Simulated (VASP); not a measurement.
Set up this calculation in VASP 6.6.1, as the native input.

| Item | Value |
| --- | --- |
| Task | single point |
| Functional | PBEsol |
| Potentials or basis | VASP PAW PBE potentials, release 64 (Ir) |
| Cutoff | 520 eV |
| k mesh | 24 × 24 × 24 |
| Occupations | gaussian, width 0.15 eV |
| Spin | no spin polarisation |
| Dipole correction | no |
| Further INCAR settings | ALGO = Fast; EDIFF = 1e-06; NBANDS = 10 |

The structure of Ir lies in POSCAR:

```
Ir
1.0
    0.0000000000      1.6770124182      2.5155186272
    1.6770124182      0.0000000000      2.5155186272
    1.6770124182      1.6770124182      0.0000000000
Ir
1
Direct
    0.0000000000      0.0000000000      0.0000000000
```

This cell differs from its parent crystal: ratio of the length along z to the lengths across it x 1.5, volume and fractional coordinates fixed.

These files were run (other wordings do the same):

INCAR

```
SYSTEM = Ir
PREC = Accurate
ENCUT = 520
EDIFF = 1E-6
ISMEAR = 0
SIGMA = 0.15
LREAL = .FALSE.
LASPH = .TRUE.
NELM = 80
ALGO = Fast
ISIF = 2
LWAVE = .FALSE.
LCHARG = .FALSE.
GGA = PS
NBANDS = 10
```

KPOINTS

```
regular mesh
0
G
  24 24 24
  0 0 0
```

Potentials or basis: VASP PAW PBE potentials, release 64 (Ir).

Launch:

```console
$ cat potpaw_PBE.64/Ir/POTCAR > POTCAR
$ mpirun -np 1 vasp_std > vasp.out
```

It gave:

```yaml
Pressure: 45.7 GPa
```

Caveat: the PAW data sets were made with another functional, which shifts forces and pressure a little.

Run time: 3.4 min on 1 thread of AMD EPYC 9R45 (Zen 5), on a shared host, peak memory 0.23 GiB.
